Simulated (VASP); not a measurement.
# TlH2 (P4/nmm) in VASP: notebook

TlH2 is run at these levels: PBE; tasks: relaxation of cell and atoms.

Everything below comes from runs of VASP 6.6.1. Logs are shortened: lines on timing, memory, paths and dates and some standing lists are left out, and cuts for length are marked.

**1. The cell of the first run**

It takes space group P4/nmm (No. 129, tetragonal). The conventional cell has a = 3.387 Å, b = 3.387 Å, c = 7.108 Å, α = 90.00°, β = 90.00°, γ = 90.00°. Within 3.2 Å of Tl (site symmetry 4mm) lie 9 H at 2.46 to 2.61 Å. H (site symmetry -4m2) has 8 H at 2.39 to 3.07 Å and 4 Tl at 2.61 Å within 3.2 Å. H (site symmetry 4mm) has 5 Tl at 2.46 to 2.56 Å and 8 H at 3.07 to 3.11 Å within 3.2 Å.

**2. Relaxation of cell and atoms, PBE**

INCAR

```
  PREC = Accurate
  ENCUT = 600
  EDIFF = 1E-7
  ISMEAR = 0
  SIGMA = 0.1
  LREAL = False
  LASPH = True
  NELM = 60
  ALGO = Fast
  ISIF = 3
  LWAVE = False
  LCHARG = False
  GGA = PE
  IBRION = 2
  NSW = 90
  EDIFFG = -0.04
```

KPOINTS

```
Automatic mesh
0
Gamma
  6 6 4
```

POSCAR

```
TlH2
1.0
    3.3868184179      0.0000000000      0.0000000000
    0.0000000000      3.3868184179      0.0000000000
    0.0000000000      0.0000000000      7.1076769293
Tl H
2 4
Direct
    0.5000000000      0.0000000000      0.2800000000
    0.0000000000      0.5000000000      0.7200000000
    0.0000000000      0.0000000000      0.0000000000
    0.5000000000      0.5000000000      0.0000000000
    0.5000000000      0.0000000000      0.6400000000
    0.0000000000      0.5000000000      0.3600000000
```

Potentials or basis: VASP PAW PBE potentials, release 64 (Tl_d, H).

Started as:

```bash
> cat potpaw_PBE.64/Tl_d/POTCAR potpaw_PBE.64/H/POTCAR > POTCAR
> mpirun -np 1 vasp_std > vasp.out
```

OUTCAR:

```text
PREC = Accurate
   ENCUT = 600
   EDIFF = 1E-7
   ISMEAR = 0
   LREAL = False
   LASPH = True
   NELM = 60
   ISIF = 3
   GGA = PE
   IBRION = 2
   NSW = 90
   EDIFFG = -0.04

 ion  position               nearest neighbor table
   1  0.500  0.000  0.280-   6 2.46   6 2.46   6 2.46   6 2.46   2 3.94   2 3.94   2 3.94   2 3.94

   2  0.000  0.500  0.720-   5 2.46   5 2.46   5 2.46   5 2.46   1 3.94   1 3.94   1 3.94   1 3.94

   3  0.000  0.000  0.000-
   4  0.500  0.500  0.000-
   5  0.500  0.000  0.640-   2 2.46   2 2.46   2 2.46   2 2.46
   6  0.000  0.500  0.360-   1 2.46   1 2.46   1 2.46   1 2.46

  LATTYP: Found a simple tetragonal cell.
 ALAT       =     3.3868184179
 C/A-ratio  =     2.0986294664

  Lattice vectors:

 A1 = (   3.3868184179,   0.0000000000,   0.0000000000)
 A2 = (   0.0000000000,   3.3868184179,   0.0000000000)
 A3 = (   0.0000000000,   0.0000000000,   7.1076769293)

Analysis of symmetry for initial positions (statically):
=====================================================================
 Subroutine PRICEL returns:
 Original cell was already a primitive cell.

 Routine SETGRP: Setting up the symmetry group for a
 simple tetragonal supercell.

 Subroutine GETGRP returns: Found 16 space group operations
 (whereof  8 operations were pure point group operations)
 out of a pool of 16 trial point group operations.

The static configuration has the point symmetry D_2d.
 The point group associated with its full space group is D_4h.

Analysis of symmetry for dynamics (positions and initial velocities):
=====================================================================
 Subroutine PRICEL returns:
 Original cell was already a primitive cell.

 Routine SETGRP: Setting up the symmetry group for a
 simple tetragonal supercell.

 Subroutine GETGRP returns: Found 16 space group operations
 (whereof  8 operations were pure point group operations)
 out of a pool of 16 trial point group operations.

The dynamic configuration has the point symmetry D_2d.
 The point group associated with its full space group is D_4h.

 Subroutine INISYM returns: Found 16 space group operations
 (whereof  8 operations are pure point group operations),
 and found     1 'primitive' translations

----------------------------------------------------------------------------------------

                                     Primitive cell

  volume of cell :      81.5289

  direct lattice vectors                    reciprocal lattice vectors
     3.386818418  0.000000000  0.000000000     0.295262360  0.000000000  0.000000000
     0.000000000  3.386818418  0.000000000     0.000000000  0.295262360  0.000000000
     0.000000000  0.000000000  7.107676929     0.000000000  0.000000000  0.140692945

  length of vectors
     3.386818418  3.386818418  7.107676929     0.295262360  0.295262360  0.140692945

  position of ions in fractional coordinates (direct lattice)
     0.500000000  0.000000000  0.280000000
     0.000000000  0.500000000  0.720000000
     0.000000000  0.000000000  0.000000000
     0.500000000  0.500000000  0.000000000
     0.500000000  0.000000000  0.640000000
     0.000000000  0.500000000  0.360000000

  ion indices of the primitive-cell ions
   primitive index   ion index
                 1           1
                 2           2
                 3           3
                 4           4
                 5           5
                 6           6

----------------------------------------------------------------------------------------

 KPOINTS: Automatic mesh

Automatic generation of k-mesh.
 Grid dimensions read from file:
 generate k-points for:    6    6    4

 Generating k-lattice:

  Cartesian coordinates                     Fractional coordinates (reciprocal lattice)
     0.049210393  0.000000000  0.000000000     0.166666667  0.000000000  0.000000000
     0.000000000  0.049210393  0.000000000     0.000000000  0.166666667  0.000000000
     0.000000000  0.000000000  0.035173236     0.000000000  0.000000000  0.250000000

  Length of vectors
     0.049210393  0.049210393  0.035173236

  Shift w.r.t. Gamma in fractional coordinates (k-lattice)
     0.000000000  0.000000000  0.000000000

 Subroutine IBZKPT returns following result:
 ===========================================

 Found     30 irreducible k-points:

 Following reciprocal coordinates:
            Coordinates               Weight
  0.000000  0.000000  0.000000      1.000000
  0.166667  0.000000  0.000000      4.000000
  0.333333  0.000000  0.000000      4.000000
  0.500000  0.000000  0.000000      2.000000
  0.166667  0.166667  0.000000      4.000000
  0.333333  0.166667  0.000000      8.000000
[... 16 lines left out ...]
  0.333333  0.000000  0.500000      4.000000
  0.500000  0.000000  0.500000      2.000000
 [... further k-points ...]
   k-points           NKPTS =     30   k-points in BZ     NKDIM =     30   number of bands    NBANDS=     19
   number of dos      NEDOS =    301   number of ions     NIONS =      6
   total plane-waves  NPLWV =  47040
   dimension x,y,z NGX =    28 NGY =   28 NGZ =   60
   dimension x,y,z NGXF=    56 NGYF=   56 NGZF=  120
   ions per type =               2   4
   NGX,Y,Z   is equivalent  to a cutoff of  13.74, 13.74, 14.03 a.u.
   NGXF,Y,Z  is equivalent  to a cutoff of  27.49, 27.49, 28.07 a.u.
 SYSTEM =  unknown system
   PREC   = accura    normal or accurate (medium, high low for compatibility)
   ISTART =      0    job   : 0-new  1-cont  2-samecut
   ICHARG =      2    charge: 1-file 2-atom 10-const
   ISPIN  =      1    spin polarized calculation?
   LNONCOLLINEAR =      F non collinear calculations
   LSORBIT =      F    spin-orbit coupling
   LASPH  =      T    aspherical Exc in radial PAW
   ENCUT  =  600.0 eV  44.10 Ry    6.64 a.u.   6.76  6.76 14.20*2*pi/ulx,y,z
   NELM   =     60;   NELMIN=  2; NELMDL= -5     # of ELM steps
   EDIFF  = 0.1E-06   stopping-criterion for ELM
   LREAL  =      F    real-space projection
   EDIFFG = -.4E-01   stopping-criterion for IOM
   NSW    =     90    number of steps for IOM
   IBRION =      2    ionic relax: 0-MD 1-quasi-New 2-CG
   NFREE  =      1    steps in history (QN), initial steepest desc. (CG)
   ISIF   =      3    stress and relaxation
   ISYM   =      2    0-nonsym 1-usesym 2-fastsym
   POTIM  = 0.5000    time-step for ionic-motion
   TEBEG  =    0.0;   TEEND  =   0.0 temperature during run
   PSTRESS=    0.0 pullay stress
   NELECT =      30.0000    total number of electrons
   NUPDOWN=      -1.0000    fix difference up-down
   EMIN   =  10.00;   EMAX   =-10.00  energy-range for DOS
   EFERMI =   0.00;   METHOD = LEGACY
   ISMEAR =     0;   SIGMA  =   0.10  broadening in eV -4-tet -1-fermi 0-gaus
   EFERMI_NEDOS =   21; number of points for ismear=-14 and -15
   IALGO  =     68    algorithm
   IMIX   =      4    mixing-type and parameters
     AMIX     =   0.40;   BMIX     =  1.00
     AMIX_MAG =   1.60;   BMIX_MAG =  1.00
  volume/ion in A,a.u.               =      13.59        91.70
  Fermi-wavevector in a.u.,A,eV,Ry     =   1.173126  2.216887 18.724680  1.376225
  Thomas-Fermi vector in A             =   2.309544
   LORBIT       =      0    0 simple, 1 ext, 2 COOP (PROOUT), +10 PAW based schemes
   GGA     = PE    functional components
   LHFCALC =     F    Hartree Fock is set to
   AEXX    =    0.0000 exact exchange contribution
   IVDW    =     0    specifies the selected vdW correction
   LEPSILON=     F    determine dielectric tensor
   LRPA    =     F    only Hartree local field effects (RPA)
 conjugate gradient relaxation of ions
 non-spin polarized calculation
 RMM-DIIS sequential band-by-band and
 Gauss-broadening in eV      SIGMA  =   0.10
  energy-cutoff  :      600.00
  volume of cell :       81.53
 maximum number of plane-waves:      2756
 NGX is ok and might be reduce to    28

--------------------------------------- Ionic step        1  -------------------------------------------

 number of electron      29.9999996 magnetization

 Free energy of the ion-electron system (eV)
  ---------------------------------------------------
  ext. energy  EPLUGINS =         0.00000000
  ---------------------------------------------------
  free energy    TOTEN  =       -13.27039794 eV

  energy without entropy =      -13.24927221  energy(sigma->0) =      -13.25983508

------------------------ aborting loop because EDIFF is reached ----------------------------------------

  FORCE on cell =-STRESS in cart. coord.  units (eV):
  Direction    XX          YY          ZZ          XY          YZ          ZX
  --------------------------------------------------------------------------------------
  -------------------------------------------------------------------------------------
  Total        0.0057110      0.0057110     -2.1015779      0.0000000      0.0000000     -0.0000000
  in kB        0.1122300      0.1122300    -41.2994791      0.0000000      0.0000000     -0.0000000
  external PRESSURE =     -13.6916730 kB  Pullay stress =       0.0000000 kB
[... 1163 lines left out ...]
      5      -6.4608      2.00000
      6      -6.4608      2.00000
[... 11 lines left out ...]
     18       9.2937      0.00000
     19      11.9303      0.00000

 [... further k-points ...]

[... ionic steps 4 to 28 ...]

--------------------------------------- Ionic step       29  -------------------------------------------

 number of electron      29.9999985 magnetization

------------------------ aborting loop because EDIFF is reached ----------------------------------------

  FORCE on cell =-STRESS in cart. coord.  units (eV):
  Direction    XX          YY          ZZ          XY          YZ          ZX
  --------------------------------------------------------------------------------------
  -------------------------------------------------------------------------------------
  Total       -0.1071114     -0.1071114      0.0328918      0.0000000      0.0000000      0.0000000
  in kB       -2.0863968     -2.0863968      0.6406906      0.0000000      0.0000000      0.0000000
  external PRESSURE =      -1.1773677 kB  Pullay stress =       0.0000000 kB
[... 65 lines left out ...]
  energy  without entropy=      -14.2671075547  energy(sigma->0) =      -14.26816323

--------------------------------------- Ionic step       31  -------------------------------------------

 number of electron      29.9999984 magnetization

 Free energy of the ion-electron system (eV)
  ---------------------------------------------------
  ext. energy  EPLUGINS =         0.00000000
  ---------------------------------------------------
  free energy    TOTEN  =       -14.27060967 eV

  energy without entropy =      -14.26836450  energy(sigma->0) =      -14.26948709

 E-fermi :   3.7493     XC(G=0):  -9.4201

 val. band max:        3.5943686323   @ k =   0.3333   0.1667   0.5000
 cond. band min:       3.8322962085   @ k =   0.3333   0.3333   0.2500
 fundamental gap:      0.2379275762
 Fermi energy:         3.7493199617

 k-point     1 :       0.0000    0.0000    0.0000
  band No.  band energies     occupation
      1      -7.6361      2.00000
      2      -7.5463      2.00000
      3      -7.3723      2.00000
      4      -7.3303      2.00000
      5      -7.3214      2.00000
      6      -7.3214      2.00000
[... 552 lines left out ...]
  FREE ENERGIE OF THE ION-ELECTRON SYSTEM (eV)
  ---------------------------------------------------
  free  energy   TOTEN  =       -14.2706096734 eV

  energy  without entropy=      -14.2683644969  energy(sigma->0) =      -14.26948709

 reached required accuracy - stopping structural energy minimisation
```

Run time: 27 min. Hardware: 1 thread of Oxide Virtual Turin-like, shared host; peak memory 0.22 GiB.

What came out:

```yaml
Free_energy: -14.2706 eV
Relaxed_volume: 13.69 Å³/atom
Relaxed_cell: a = 3.848 Å, b = 3.848 Å, c = 5.546 Å, α = 90.00°, β = 90.00°, γ = 90.00°
Space_group_after_relaxing_to_0.1_Å: P4/nmm (No. 129)
Energy_gained_by_relaxing: 166.7 meV/atom
Ionic_steps: 31
Pressure_after_relaxing: -0.1 GPa
Largest_force_after_relaxing: 0.022 eV/Å
Band_gap_on_the_k_mesh: zero (bands 15 and 16 overlap by 3.28 eV)
```

Forces on the atoms (eV/Å):
```
Tl   0.000  0.000  0.022
Tl   0.000  0.000 -0.022
H    0.000  0.000  0.000
H    0.000  0.000  0.000
H    0.000  0.000 -0.001
H    0.000  0.000  0.001
```

Stress tensor (GPa, compression positive):
```
-0.21  0.00  0.00
 0.00 -0.21  0.00
 0.00  0.00  0.20
```

Step by step:
```csv
step,energy change (eV),largest force (eV/Å),pressure (GPa),volume (Å³)
1,0.0000,0.7262,-1.37,81.53
2,-0.0863,0.6301,-1.24,80.16
3,-0.2909,0.3901,-0.22,76.05
4,-0.2175,1.2347,8.04,67.81
5,-0.3864,0.2773,1.20,73.33
6,-0.3962,0.2802,3.53,70.96
7,-0.4029,0.2630,2.54,71.85
8,-0.5046,0.3906,1.30,74.13
9,-0.5783,0.6392,0.44,76.14
10,-0.7635,1.0475,-0.38,79.88
11,-0.7671,0.7431,0.02,86.08
12,-0.4819,2.1063,1.32,89.71
13,-0.8031,0.1691,-0.07,87.17
14,-0.8032,0.1348,-0.07,87.22
15,-0.8032,0.1215,-0.06,87.24
16,-0.8115,0.2098,-0.03,86.74
17,-0.8623,0.4144,-0.05,85.19
18,-0.9601,0.3067,-0.27,81.86
19,-0.6558,0.5197,1.05,74.37
20,-0.9678,0.2755,-0.38,81.03
21,-0.9706,0.2635,-0.30,80.64
22,-0.9713,0.2556,-0.24,80.38
23,-0.9741,0.2318,-0.15,80.32
24,-0.9799,0.1553,0.18,80.12
25,-0.9796,0.1804,0.90,79.72
26,-0.9818,0.1053,0.50,79.93
27,-0.9854,0.0826,0.43,80.16
28,-0.9934,0.0566,0.23,80.86
29,-0.9988,0.1040,-0.12,82.25
30,-0.9988,0.0884,-0.07,82.11
31,-1.0002,0.0223,-0.07,82.13
```

Final structure:
```
Tl H
1.0
     3.84813    0.00000    0.00000
     0.00000    3.84813    0.00000
     0.00000    0.00000    5.54616
Tl H
2 4
Direct
  0.50000 0.00000 0.23269
  0.00000 0.50000 0.76731
  0.00000 0.00000 0.00000
  0.50000 0.50000 0.00000
  0.50000 0.00000 0.58382
  0.00000 0.50000 0.41618
```

Levels at points of the mesh, in eV from the Fermi level:
```tsv
k point	band 12	band 13	band 14	band 15	band 16	band 17	band 18	band 19
(0.00, 0.00, 0.00)	-4.66	-4.51	-0.67	-0.52	2.93	2.93	5.16	6.38
(0.50, 0.00, 0.00)	-7.04	-2.41	-2.41	-0.84	-0.84	5.18	5.18	6.22
(0.50, 0.50, 0.00)	-5.12	-3.99	-3.99	-0.60	-0.60	2.96	2.96	3.71
(0.00, 0.00, 0.50)	-7.92	-1.16	-0.52	0.64	1.51	4.11	4.11	4.89
(0.50, 0.00, 0.50)	-6.36	-4.71	-4.71	1.59	1.59	4.93	4.93	5.85
(0.50, 0.50, 0.50)	-4.97	-3.61	-3.61	-1.69	-1.69	0.67	0.67	7.64
```

Caveat: a cell axis changed by over 15 % at a fixed basis, so the end point is rough; spin-orbit coupling is left out, which moves the levels of the heavy elements.

**3. Relaxation of cell and atoms, PBE**

This run uses another cell than the first one, of the same volume but with other edges.

INCAR

```
PREC = Accurate
ENCUT = 600
EDIFF = 1E-7
ISMEAR = 0
SIGMA = 0.1
LREAL = F
LASPH = T
NELM = 60
ALGO = Fast
ISIF = 3
LWAVE = F
LCHARG = F
GGA = PE
IBRION = 2
NSW = 100
EDIFFG = -0.01
```

KPOINTS

```
regular mesh
0
Gamma
  10 10 8
```

POSCAR

```
TlH2
1.0
    3.8200105780      0.0000000000      0.0000000000
    0.0000000000      3.8200105780      0.0000000000
    0.0000000000      0.0000000000      5.5874619888
Tl H
2 4
Direct
    0.5000000000      0.0000000000      0.2344535223
    0.0000000000      0.5000000000      0.7655464777
    0.0000000000      0.0000000000      0.0000000000
    0.5000000000      0.5000000000      0.0000000000
    0.5000000000      0.0000000000      0.5834075656
    0.0000000000      0.5000000000      0.4165924344
```

Potentials or basis: VASP PAW PBE potentials, release 64 (Tl_d, H).

Started as:

```bash
> cat potpaw_PBE.64/Tl_d/POTCAR potpaw_PBE.64/H/POTCAR > POTCAR
> mpirun -np 1 vasp_std > vasp.out
```

Run time: 12 min. Hardware: 1 thread of Oxide Virtual Turin-like, shared host; peak memory 0.31 GiB.

Results (log left out):

* Free energy: -14.2603 eV
* Relaxed volume: 13.70 Å³/atom
* Relaxed cell: a = 3.848 Å, b = 3.848 Å, c = 5.549 Å, α = 90.00°, β = 90.00°, γ = 90.00°
* Space group after relaxing (to 0.1 Å): P4/nmm (No. 129)
* Energy gained by relaxing: 0.2 meV/atom
* Ionic steps: 6
* Pressure after relaxing: 0.0 GPa
* Largest force after relaxing: 0.007 eV/Å
* Band gap on the k mesh: zero (bands 15 and 16 overlap by 3.27 eV)

Forces in eV/Å, atoms in the order of the input:
```
Tl   0.000  0.000  0.000
Tl   0.000  0.000  0.000
H    0.000  0.000  0.000
H    0.000  0.000  0.000
H    0.000  0.000  0.007
H    0.000  0.000 -0.007
```

Step by step:
| step | energy change (eV) | largest force (eV/Å) | pressure (GPa) | volume (Å³) |
| --- | --- | --- | --- | --- |
| 1 | 0.0000 | 0.0253 | 0.09 | 81.53 |
| 2 | -0.0004 | 0.0055 | 0.09 | 81.63 |
| 3 | -0.0006 | 0.0390 | 0.09 | 81.73 |
| 4 | -0.0009 | 0.0266 | 0.03 | 81.89 |
| 5 | -0.0012 | 0.0015 | -0.12 | 82.27 |
| 6 | -0.0014 | 0.0073 | -0.04 | 82.19 |

Final structure:
```xyz
6
Lattice="3.8485 0.0000 0.0000 0.0000 3.8485 0.0000 0.0000 0.0000 5.5493" Properties=species:S:1:pos:R:3 pbc="T T T"
Tl    1.9242    0.0000    1.2965
Tl    0.0000    1.9242    4.2528
H     0.0000    3.8485    0.0000
H     1.9242    1.9242    0.0000
H     1.9242    3.8485    3.2411
H     0.0000    1.9242    2.3081
```

Levels at points of the mesh, in eV from the Fermi level:
| k point | band 12 | band 13 | band 14 | band 15 | band 16 | band 17 | band 18 | band 19 |
| --- | --- | --- | --- | --- | --- | --- | --- | --- |
| (0.00, 0.00, 0.00) | -4.59 | -4.43 | -0.60 | -0.43 | 3.02 | 3.02 | 5.23 | 6.48 |
| (0.50, 0.00, 0.00) | -6.95 | -2.34 | -2.34 | -0.77 | -0.77 | 5.28 | 5.28 | 5.75 |
| (0.50, 0.50, 0.00) | -5.05 | -3.89 | -3.89 | -0.52 | -0.52 | 3.04 | 3.04 | 3.77 |
| (0.00, 0.00, 0.50) | -7.85 | -1.10 | -0.43 | 0.72 | 1.59 | 4.22 | 4.22 | 4.95 |
| (0.50, 0.00, 0.50) | -6.27 | -4.63 | -4.63 | 1.67 | 1.67 | 5.00 | 5.00 | 5.93 |
| (0.50, 0.50, 0.50) | -4.89 | -3.50 | -3.50 | -1.60 | -1.60 | 0.73 | 0.73 | 7.46 |

Caveat: spin-orbit coupling is left out, which moves the levels of the heavy elements.

The gap in the log of VASP goes by the Fermi energy; the results here count the filled bands.